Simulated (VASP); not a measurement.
Runs of VASP 6.6.1 on ZrF. The structure is that of space group P4/nmm (No. 129), or close to it. The cells are those of the table. 

| task | spin | cell | k mesh | cutoff (eV) | gap on the mesh (eV) | pressure (GPa) | largest force (eV/Å) |
| --- | --- | --- | --- | --- | --- | --- | --- |
| single point | off | a = 3.601, b = 3.601, c = 4.321 Å, 4 atoms | 6 × 6 × 4 | 520 | none | (a) | 1.61 |
| relaxation of cell and atoms | off | relaxed from a = 3.601, b = 3.601, c = 4.321 Å, 4 atoms | 6 × 6 × 4 | 600 | none | 0.0 | 0.01 |
| single point | off | a = 3.393, b = 3.393, c = 5.410 Å, 4 atoms | 6 × 6 × 4 | 520 | none | -0.1 | 0.05 |
| single point | off | a = 3.395, b = 3.395, c = 5.400 Å, 4 atoms | 14 × 14 × 10 | 520 | none | 0.0 | 0.03 |
| single point | collinear, ferromagnetic start | a = 3.393, b = 3.393, c = 5.410 Å, 4 atoms | 6 × 6 × 4 | 520 | none | -0.1 | 0.05 |

Alike in all rows: level PBE; potentials or basis VASP PAW PBE potentials, release 64 (Zr_sv, F); smearing gaussian 0.1 eV.

**Question.** Estimate the missing entries.

**Answer.** (a) 22.9.

Caveats: some runs use coarse meshes; forces of over 1 eV/Å act on the atoms, so gaps and moduli don't describe the material at rest (some runs).

A k mesh can miss the band edges, and the runs leave out spin-orbit coupling on Zr.

A gap of «none» marks levels without a gap at the run's occupations.
